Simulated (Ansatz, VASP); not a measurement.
**Ga3Sb: VASP beside Ansatz**

```
CELL_PARAMETERS angstrom
-2.19387 2.19387 3.91123
2.19387 -2.19387 3.91123
2.19387 2.19387 -3.91123
ATOMIC_POSITIONS crystal
Ga 0.75000 0.25000 0.50000
Ga 0.25000 0.75000 0.50000
Ga 0.50000 0.50000 0.00000
Sb 0.00000 0.00000 0.00000
```

Alike in both runs: task single point; functional PBEsol; dispersion D3(BJ); k mesh 14 × 14 × 14; occupations gaussian, width 0.15 eV; no spin polarisation.

|  | VASP | Ansatz |
| --- | --- | --- |
| version | VASP 6.6.1 | Ansatz 0.2.0 |
| potentials or method | VASP PAW PBE potentials, release 64 (Ga_d, Sb), cutoff 520 eV | scalar-relativistic, plane waves, PAW |
| valence electrons in the cell | 44 | 54 |

Ansatz gave:

```
gap on the k mesh at the Fermi level (eV)                     : none
pressure (GPa)                                                : 2.9
traceless stress, the component that is largest in VASP (GPa) : 0.15
```

**Question.** Estimate VASP's values.

**Answer.** gap on the k mesh at the Fermi level (eV): none; pressure (GPa): 3.0; traceless stress, the component that is largest in VASP (GPa): 0.15.

VASP's potentials were made for PBE, not for PBEsol, and Ansatz warns of the same on its side. A gap of «none» marks a metal or a gap that the smearing closes. VASP's potentials hold 44 valence electrons a cell and Ansatz's 54, so a difference there can come from the potentials and not from the codes.

Spin-orbit coupling is off throughout.
